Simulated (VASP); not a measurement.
# LiNbO3 (R3c) in VASP: single point with r2SCAN

Aim: the single point of LiNbO3 with r2SCAN.

All numbers are computed with VASP 6.6.1; they aren't measurements. Logs are shortened: lines on timing, memory, paths and dates and some standing lists are left out, and cuts for length are marked.

**1. The cell of the first run**

Symmetry: R3c, No. 161, trigonal system. The conventional cell has a = 5.195 Å, b = 5.195 Å, c = 13.994 Å, α = 90.00°, β = 90.00°, γ = 120.00°. Within 2.5 Å of Nb (site symmetry 3) lie 6 O at 1.89 to 2.15 Å. O (site symmetry 1) has 2 Nb at 1.89 to 2.15 Å and 2 Li at 2.08 to 2.28 Å within 2.5 Å. Li (site symmetry 3) has 6 O at 2.08 to 2.28 Å within 2.7 Å.

**2. Single point, r2SCAN**

Input file POSCAR:

```
LiNbO3
1.0
    2.5975661800      1.4997042400      4.6648062200
   -2.5975661800      1.4997042400      4.6648062200
    0.0000000000     -2.9994084800      4.6648062200
Nb O Li
2 6 2
Direct
    0.0000600000      0.0000600000      0.0000600000
    0.5000600000      0.5000600000      0.5000600000
    0.1116500000      0.3587900000      0.7208700000
    0.7208700000      0.1116500000      0.3587900000
    0.3587900000      0.7208700000      0.1116500000
    0.2208700000      0.8587900000      0.6116500000
    0.8587900000      0.6116500000      0.2208700000
    0.6116500000      0.2208700000      0.8587900000
    0.2803000000      0.2803000000      0.2803000000
    0.7803000000      0.7803000000      0.7803000000
```

Input file INCAR.step1:

```
PREC = Accurate ; ENCUT = 520
ISMEAR = -1 ; SIGMA = 0.1
LREAL = False ; LASPH = True
NELM = 80 ; NBANDS = 45
GGA = PE ; ALGO = Normal
EDIFF = 1E-4 ; LWAVE = True
LCHARG = False
```

Input file INCAR.step2:

```
PREC = Accurate ; ENCUT = 520
EDIFF = 1E-6 ; ISMEAR = -1
SIGMA = 0.1 ; LREAL = False
LASPH = True ; NELM = 80
ALGO = Normal ; ISIF = 2
LWAVE = False ; LCHARG = False
METAGGA = R2SCAN ; LMIXTAU = True
NBANDS = 45 ; ISTART = 1
```

Input file KPOINTS:

```
Automatic mesh
0
Gamma
  6 6 6
```

Potentials or basis: VASP PAW PBE potentials, release 64 (Nb_sv, O, Li_sv).

Started as:

```
> cat potpaw_PBE.64/Nb_sv/POTCAR potpaw_PBE.64/O/POTCAR potpaw_PBE.64/Li_sv/POTCAR > POTCAR
> cp INCAR.step1 INCAR
> mpirun -np 1 vasp_std > vasp.out
> cp INCAR.step2 INCAR
> mpirun -np 1 vasp_std > vasp.out
```

OUTCAR:

```text
PREC = Accurate
   ENCUT = 520
   EDIFF = 1E-6
   ISMEAR = -1
   LREAL = False
   LASPH = True
   NELM = 80
   ISIF = 2
   METAGGA = R2SCAN
   ISTART = 1

 ion  position               nearest neighbor table
   1  0.000  0.000  0.000-   3 1.89   4 1.89   5 1.89   7 2.15   6 2.15   8 2.15
   2  0.500  0.500  0.500-   7 1.89   8 1.89   6 1.89   3 2.15   5 2.15   4 2.15
   3  0.112  0.359  0.721-   1 1.89  10 2.08   2 2.15   9 2.28
   4  0.721  0.112  0.359-   1 1.89  10 2.08   2 2.15   9 2.28
   5  0.359  0.721  0.112-   1 1.89  10 2.08   2 2.15   9 2.28
   6  0.221  0.859  0.612-   2 1.89   9 2.08   1 2.15  10 2.28
   7  0.859  0.612  0.221-   2 1.89   9 2.08   1 2.15  10 2.28
   8  0.612  0.221  0.859-   2 1.89   9 2.08   1 2.15  10 2.28
   9  0.280  0.280  0.280-   6 2.08   8 2.08   7 2.08   3 2.28   5 2.28   4 2.28
  10  0.780  0.780  0.780-   5 2.08   4 2.08   3 2.08   7 2.28   6 2.28   8 2.28

  LATTYP: Found a trigonal (rhomboedric) cell.
 ALAT       =     5.5458885615
 COS(alpha) =     0.5612461294

  Lattice vectors:

 A1 = (   2.5975661800,   1.4997042400,   4.6648062200)
 A2 = (  -2.5975661800,   1.4997042400,   4.6648062200)
 A3 = (   0.0000000000,  -2.9994084800,   4.6648062200)

Analysis of symmetry for initial positions (statically):
=====================================================================
 Subroutine PRICEL returns:
 Original cell was already a primitive cell.

 Routine SETGRP: Setting up the symmetry group for a
 trigonal (rhombohedral) supercell.

 Subroutine GETGRP returns: Found  6 space group operations
 (whereof  3 operations were pure point group operations)
 out of a pool of 12 trial point group operations.

The static configuration has the point symmetry C_3 .
 The point group associated with its full space group is C_3v.

Analysis of symmetry for dynamics (positions and initial velocities):
=====================================================================
 Subroutine PRICEL returns:
 Original cell was already a primitive cell.

 Routine SETGRP: Setting up the symmetry group for a
 trigonal (rhombohedral) supercell.

 Subroutine GETGRP returns: Found  6 space group operations
 (whereof  3 operations were pure point group operations)
 out of a pool of 12 trial point group operations.

The dynamic configuration has the point symmetry C_3 .
 The point group associated with its full space group is C_3v.

 Subroutine INISYM returns: Found  6 space group operations
 (whereof  3 operations are pure point group operations),
 and found     1 'primitive' translations

----------------------------------------------------------------------------------------

                                     Primitive cell

  volume of cell :     109.0328

  direct lattice vectors                    reciprocal lattice vectors
     2.597566180  1.499704240  4.664806220     0.192487877  0.111133024  0.071457059
    -2.597566180  1.499704240  4.664806220    -0.192487877  0.111133024  0.071457059
     0.000000000 -2.999408480  4.664806220     0.000000000 -0.222266047  0.071457059

  length of vectors
     5.545888562  5.545888562  5.545887512     0.233470005  0.233470005  0.233470142

  position of ions in fractional coordinates (direct lattice)
     0.000060000  0.000060000  0.000060000
     0.500060000  0.500060000  0.500060000
     0.111650000  0.358790000  0.720870000
     0.720870000  0.111650000  0.358790000
     0.358790000  0.720870000  0.111650000
     0.220870000  0.858790000  0.611650000
     0.858790000  0.611650000  0.220870000
     0.611650000  0.220870000  0.858790000
     0.280300000  0.280300000  0.280300000
     0.780300000  0.780300000  0.780300000

  ion indices of the primitive-cell ions
   primitive index   ion index
                 1           1
                 2           2
                 3           3
                 4           4
                 5           5
                 6           6
                 7           7
                 8           8
                 9           9
                10          10

----------------------------------------------------------------------------------------

 KPOINTS: Automatic mesh

Automatic generation of k-mesh.
 Grid dimensions read from file:
 generate k-points for:    6    6    6

 Generating k-lattice:

  Cartesian coordinates                     Fractional coordinates (reciprocal lattice)
     0.032081313  0.018522171  0.011909510     0.166666667 -0.000000000 -0.000000000
    -0.032081313  0.018522171  0.011909510    -0.000000000  0.166666667 -0.000000000
     0.000000000 -0.037044341  0.011909510    -0.000000000 -0.000000000  0.166666667

  Length of vectors
     0.038911667  0.038911667  0.038911690

  Shift w.r.t. Gamma in fractional coordinates (k-lattice)
     0.000000000  0.000000000  0.000000000

 Subroutine IBZKPT returns following result:
 ===========================================

 Found     32 irreducible k-points:

 Following reciprocal coordinates:
            Coordinates               Weight
  0.000000  0.000000  0.000000      1.000000
  0.166667  0.000000  0.000000      6.000000
  0.333333  0.000000  0.000000      6.000000
  0.500000 -0.000000 -0.000000      3.000000
  0.166667  0.166667 -0.000000      6.000000
  0.333333  0.166667 -0.000000     12.000000
[... 16 lines left out ...]
  0.500000  0.500000  0.166667      6.000000
 -0.333333  0.500000  0.166667     12.000000
 [... further k-points ...]
   k-points           NKPTS =     32   k-points in BZ     NKDIM =     32   number of bands    NBANDS=     45
   number of dos      NEDOS =    301   number of ions     NIONS =     10
   total plane-waves  NPLWV =  74088
   dimension x,y,z NGX =    42 NGY =   42 NGZ =   42
   dimension x,y,z NGXF=    84 NGYF=   84 NGZF=   84
   ions per type =               2   6   2
   NGX,Y,Z   is equivalent  to a cutoff of  12.59, 12.59, 12.59 a.u.
   NGXF,Y,Z  is equivalent  to a cutoff of  25.18, 25.18, 25.18 a.u.
 SYSTEM =  unknown system
   PREC   = accura    normal or accurate (medium, high low for compatibility)
   ISTART =      1    job   : 0-new  1-cont  2-samecut
   ICHARG =      0    charge: 1-file 2-atom 10-const
   ISPIN  =      1    spin polarized calculation?
   LNONCOLLINEAR =      F non collinear calculations
   LSORBIT =      F    spin-orbit coupling
   LASPH  =      T    aspherical Exc in radial PAW
   ENCUT  =  520.0 eV  38.22 Ry    6.18 a.u.  10.31 10.31 10.31*2*pi/ulx,y,z
   NELM   =     80;   NELMIN=  2; NELMDL=  0     # of ELM steps
   EDIFF  = 0.1E-05   stopping-criterion for ELM
   LREAL  =      F    real-space projection
   EDIFFG = 0.1E-04   stopping-criterion for IOM
   NSW    =      0    number of steps for IOM
   IBRION =     -1    ionic relax: 0-MD 1-quasi-New 2-CG
   NFREE  =      0    steps in history (QN), initial steepest desc. (CG)
   ISIF   =      2    stress and relaxation
   ISYM   =      2    0-nonsym 1-usesym 2-fastsym
   POTIM  = 0.5000    time-step for ionic-motion
   TEBEG  =    0.0;   TEEND  =   0.0 temperature during run
   PSTRESS=    0.0 pullay stress
   NELECT =      68.0000    total number of electrons
   NUPDOWN=      -1.0000    fix difference up-down
   EMIN   =  10.00;   EMAX   =-10.00  energy-range for DOS
   EFERMI =   0.00;   METHOD = LEGACY
   ISMEAR =    -1;   SIGMA  =   0.10  broadening in eV -4-tet -1-fermi 0-gaus
   EFERMI_NEDOS =   21; number of points for ismear=-14 and -15
   IALGO  =     38    algorithm
   IMIX   =      4    mixing-type and parameters
     AMIX     =   0.40;   BMIX     =  1.00
     AMIX_MAG =   1.60;   BMIX_MAG =  1.00
  volume/ion in A,a.u.               =      10.90        73.58
  Fermi-wavevector in a.u.,A,eV,Ry     =   1.398703  2.643165 26.618022  1.956369
  Thomas-Fermi vector in A             =   2.521835
   LORBIT       =      0    0 simple, 1 ext, 2 COOP (PROOUT), +10 PAW based schemes
   METAGGA = R2SCAN    functional components
   LHFCALC =     F    Hartree Fock is set to
   AEXX    =    0.0000 exact exchange contribution
   IVDW    =     0    specifies the selected vdW correction
   LEPSILON=     F    determine dielectric tensor
   LRPA    =     F    only Hartree local field effects (RPA)
 non-spin polarized calculation
  energy-cutoff  :      520.00
  volume of cell :      109.03
 maximum number of plane-waves:      2964
 NGX is ok and might be reduce to    42
   NGX = 21   NGY = 21   NGZ = 21

 number of electron      67.9999999 magnetization

 Free energy of the ion-electron system (eV)
  ---------------------------------------------------
  ext. energy  EPLUGINS =         0.00000000
  ---------------------------------------------------
  free energy    TOTEN  =      -118.60071921 eV

  energy without entropy =     -118.60071920  energy(sigma->0) =     -118.60071921

 E-fermi :   4.9029     XC(G=0): -11.3386

 val. band max:        2.9551652184   @ k =   0.1667   0.1667   0.1667
 cond. band min:       6.8306947903   @ k =   0.5000   0.3333  -0.0000
 fundamental gap:      3.8755295719
 Fermi energy:         4.9029185836

 k-point     1 :       0.0000    0.0000    0.0000
  band No.  band energies     occupation
      1     -53.0469      2.00000
      2     -53.0323      2.00000
      3     -40.9912      2.00000
      4     -40.9890      2.00000
      5     -28.5840      2.00000
      6     -28.5840      2.00000
[... 37 lines left out ...]
     44      13.2671      0.00000
     45      13.2672      0.00000

 k-point     2 :       0.1667    0.0000    0.0000
  band No.  band energies     occupation
      1     -53.0459      2.00000
      2     -53.0332      2.00000
      3     -40.9910      2.00000
      4     -40.9891      2.00000
      5     -28.5751      2.00000
      6     -28.5738      2.00000
[... 37 lines left out ...]
     44      13.1513      0.00000
     45      13.1924      0.00000

 k-point     3 :       0.3333    0.0000    0.0000
  band No.  band energies     occupation
      1     -53.0432      2.00000
      2     -53.0359      2.00000
      3     -40.9906      2.00000
      4     -40.9895      2.00000
      5     -28.5492      2.00000
      6     -28.5454      2.00000
[... 37 lines left out ...]
     44      12.8898      0.00000
     45      12.9820      0.00000

 k-point     4 :       0.5000   -0.0000   -0.0000
  band No.  band energies     occupation
      1     -53.0395      2.00000
      2     -53.0395      2.00000
      3     -40.9901      2.00000
      4     -40.9901      2.00000
      5     -28.5105      2.00000
      6     -28.5105      2.00000
[... 901 lines left out ...]
     44      12.9210      0.00000
     45      13.2165      0.00000

 k-point    23 :       0.5000    0.5000    0.1667
  band No.  band energies     occupation
      1     -53.0417      2.00000
      2     -53.0374      2.00000
      3     -40.9904      2.00000
      4     -40.9897      2.00000
      5     -28.5822      2.00000
      6     -28.5731      2.00000
[... 37 lines left out ...]
     44      12.9755      0.00000
     45      13.4883      0.00000

 k-point    24 :      -0.3333    0.5000    0.1667
  band No.  band energies     occupation
      1     -53.0408      2.00000
      2     -53.0383      2.00000
      3     -40.9903      2.00000
      4     -40.9899      2.00000
      5     -28.5853      2.00000
      6     -28.5838      2.00000
[... 37 lines left out ...]
     44      12.8818      0.00000
     45      13.8877      0.00000

 [... further k-points ...]

------------------------ aborting loop because EDIFF is reached ----------------------------------------

  FORCE on cell =-STRESS in cart. coord.  units (eV):
  Direction    XX          YY          ZZ          XY          YZ          ZX
  --------------------------------------------------------------------------------------
  -------------------------------------------------------------------------------------
  Total       -3.6659918     -3.6659854     -3.2477123      0.0000000      0.0000000      0.0000000
  in kB      -53.8697512    -53.8696583    -47.7233617      0.0000000      0.0000000      0.0000000
  external PRESSURE =     -51.8209237 kB  Pullay stress =       0.0000000 kB

 VOLUME and BASIS-vectors are now :
 -----------------------------------------------------------------------------
  energy-cutoff  :      520.00
  volume of cell :      109.03
      direct lattice vectors                 reciprocal lattice vectors
     2.597566180  1.499704240  4.664806220     0.192487877  0.111133024  0.071457059
    -2.597566180  1.499704240  4.664806220    -0.192487877  0.111133024  0.071457059
     0.000000000 -2.999408480  4.664806220     0.000000000 -0.222266047  0.071457059

 POSITION                                       TOTAL-FORCE (eV/Angst)
 -----------------------------------------------------------------------------------
      0.00000      0.00000      0.00084         0.000000     -0.000000      0.210840
      0.00000      0.00000      6.99805         0.000000     -0.000000      0.210840
     -0.64196     -1.45666      5.55723         0.121952     -0.185767     -0.087326
      1.58249      0.17238      5.55723         0.099903      0.198497     -0.087326
     -0.94053      1.28429      5.55723        -0.221855     -0.012730     -0.087326
     -1.65704     -0.21542      7.88963         0.221855     -0.012730     -0.087326
      0.64196      1.54275      7.88963        -0.121952     -0.185767     -0.087326
      1.01508     -1.32733      7.88963        -0.099903      0.198497     -0.087326
      0.00000      0.00000      3.92264         0.000000     -0.000000      0.051138
      0.00000      0.00000     10.91984         0.000000     -0.000000      0.051138
 -----------------------------------------------------------------------------------
    total drift:                               -0.000000      0.000062     -0.005215

  FREE ENERGIE OF THE ION-ELECTRON SYSTEM (eV)
  ---------------------------------------------------
  free  energy   TOTEN  =      -118.6007192144 eV

  energy  without entropy=     -118.6007192022  energy(sigma->0) =     -118.60071921
```

It took 21 min on 1 thread of Intel Xeon 8259CL, shared host; peak memory 0.37 GiB.

Results:

```
Free energy            : -118.6007 eV
Largest force          : 0.239 eV/Å
Band gap on the k mesh : 3.88 eV (least direct gap 3.88 eV)
```

Forces in eV/Å, atoms in the order of the input:
```
Nb   0.000  0.000  0.211
Nb   0.000  0.000  0.211
O    0.122 -0.186 -0.087
O    0.100  0.198 -0.087
O   -0.222 -0.013 -0.087
O    0.222 -0.013 -0.087
O   -0.122 -0.186 -0.087
O   -0.100  0.198 -0.087
Li   0.000  0.000  0.051
Li   0.000  0.000  0.051
```

Caveat: the cutoff is under 1.25 times the usual one of these potentials, so pressure, stress and relaxed cells hold a basis-set (Pulay) error; the PAW data sets were made with another functional, which shifts forces and pressure a little. r2SCAN opens gaps a little over a GGA but as a rule still falls short of measured ones.
